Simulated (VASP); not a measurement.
Write the native input for VASP 6.6.1 that does the following.

| Property | Result |
| --- | --- |
| Task | single point |
| Functional | PBE |
| Potentials or basis | VASP PAW PBE potentials, release 64 (K_sv) |
| Cutoff | 520 eV |
| k mesh | 9 × 9 × 10 |
| Occupations | gaussian, width 0.1 eV |
| Spin | no spin polarisation |
| Dipole correction | no |
| Further INCAR settings | ALGO = Fast; EDIFF = 1e-07; NBANDS = 20 |

The structure of K lies in POSCAR:

```
K
1.0
    8.3245493179      0.0000000000      0.0000000000
   -4.1622746589      7.2092711843      0.0000000000
    0.0000000000      0.0000000000      4.5744909803
K
3
Direct
    0.0000000000      0.5000000000      0.8333333333
    0.5000000000      0.0000000000      0.5000000000
    0.5000000000      0.5000000000      0.1666666667
```

The input as run:

INCAR

```
ALGO = Fast
EDIFF = 1E-7
ENCUT = 520
GGA = PE
ISIF = 2
ISMEAR = 0
LASPH = True
LCHARG = True
LELF = True
LREAL = False
LVHAR = True
LWAVE = False
NBANDS = 20
NELM = 80
PREC = Accurate
SIGMA = 0.1
```

KPOINTS

```
k-points
0
Gamma
  9 9 10
```

Potentials or basis: VASP PAW PBE potentials, release 64 (K_sv).

Launch:

```console
$ cat potpaw_PBE.64/K_sv/POTCAR > POTCAR
$ mpirun -np 1 vasp_std > vasp.out
```

Results of the run:

```json
{"Pressure": "0.0 GPa"}
```

It took 6.3 min on 1 thread of Intel(R) Xeon(R) Platinum 8559C (Emerald Rapids) (shared host), peak memory 0.57 GiB.
